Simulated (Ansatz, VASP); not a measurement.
K: VASP beside Ansatz

```xyz
4
Lattice="3.6219 -6.1384 0.0000 3.6219 6.1384 0.0000 0.0000 0.0000 7.2533" Properties=species:S:1:pos:R:3 pbc="T T T"
K     3.6219    4.2662    0.5694
K     3.6219   -1.8722    3.0573
K     3.6219   -4.2662    6.6840
K     3.6219    1.8722    4.1961
```

Alike in both runs: task single point; functional r2SCAN; k mesh 4 × 4 × 4; occupations gaussian, width 0.1 eV; no spin polarisation.

|  | VASP | Ansatz |
| --- | --- | --- |
| version | VASP 6.6.1 | Ansatz 0.2.0 |
| potentials or method | VASP PAW PBE potentials, release 64 (K_sv), cutoff 520 eV | scalar-relativistic, plane waves, PAW |
| valence electrons in the cell | 36 | 36 |

|  | VASP | Ansatz | Ansatz less VASP |
| --- | --- | --- | --- |
| gap on the k mesh at the Fermi level (eV) | none | none | - |
| pressure (GPa) | 0.2 | 0.2 | +0.02 |
| traceless stress, the component that is largest in VASP (GPa) | 0.13 | 0.13 | -0.002 |
| rms of the force components (eV/Å) | 0.012 | 0.013 | +0.0001 |

VASP's potentials were made for PBE, not for r2SCAN. Atom by atom the forces differ by 0.000 eV/Å (rms over components). A gap of «none» marks a metal or a gap that the smearing closes. With one functional, cell and mesh, what is left measures potentials, basis and numerics.
